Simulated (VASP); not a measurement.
Wanted: the native input for a VASP 6.6.1 run.

```
Task                   : single point
Functional             : r2SCAN
Potentials or basis    : VASP PAW PBE potentials, release 64 (Nb_sv)
Cutoff                 : 520 eV
k mesh                 : 22 × 22 × 22
Occupations            : fermi-dirac, width 0.1 eV
Spin                   : no spin polarisation
Dipole correction      : no
Further INCAR settings : ALGO = Normal; EDIFF = 1e-06; NBANDS = 12
```

Crystal: Nb.

```
Nb
1.0
    -1.65113    1.65113    1.65113
     1.65113   -1.65113    1.65113
     1.65113    1.65113   -1.65113
Nb
1
Cartesian
  0.0000 0.0000 0.0000
```

One way to write it, as run:

POSCAR

```
Nb
1.0
   -1.6511317439      1.6511317439      1.6511317439
    1.6511317439     -1.6511317439      1.6511317439
    1.6511317439      1.6511317439     -1.6511317439
Nb
1
Direct
    0.0000000000      0.0000000000      0.0000000000
```

INCAR.step1

```
SYSTEM = Nb
ALGO = Normal
EDIFF = 1E-4
ENCUT = 520
GGA = PE
ISMEAR = -1
LASPH = .TRUE.
LCHARG = .FALSE.
LREAL = .FALSE.
LWAVE = .TRUE.
NBANDS = 12
NELM = 80
PREC = Accurate
SIGMA = 0.1
```

INCAR.step2

```
SYSTEM = Nb
ALGO = Normal
EDIFF = 1E-6
ENCUT = 520
ISIF = 2
ISMEAR = -1
ISTART = 1
LASPH = .TRUE.
LCHARG = .FALSE.
LMIXTAU = .TRUE.
LREAL = .FALSE.
LWAVE = .FALSE.
METAGGA = R2SCAN
NBANDS = 12
NELM = 80
PREC = Accurate
SIGMA = 0.1
```

KPOINTS

```
k-points
0
G
  22 22 22
  0 0 0
```

Potentials or basis: VASP PAW PBE potentials, release 64 (Nb_sv).

Launch:

```bash
$ cat potpaw_PBE.64/Nb_sv/POTCAR > POTCAR
$ cp INCAR.step1 INCAR
$ mpirun -np 1 vasp_std > vasp.out
$ cp INCAR.step2 INCAR
$ mpirun -np 1 vasp_std > vasp.out
```

Results of the run:

- Pressure: 0.2 GPa

Caveat: the PAW data sets were made with another functional, which shifts forces and pressure a little.

Wall time 2.6 min on 1 thread of Intel(R) Xeon(R) Platinum 8259CL CPU @ 2.50GHz (Skylake/Cascade Lake), with other jobs on the host, peak memory 0.2 GiB.
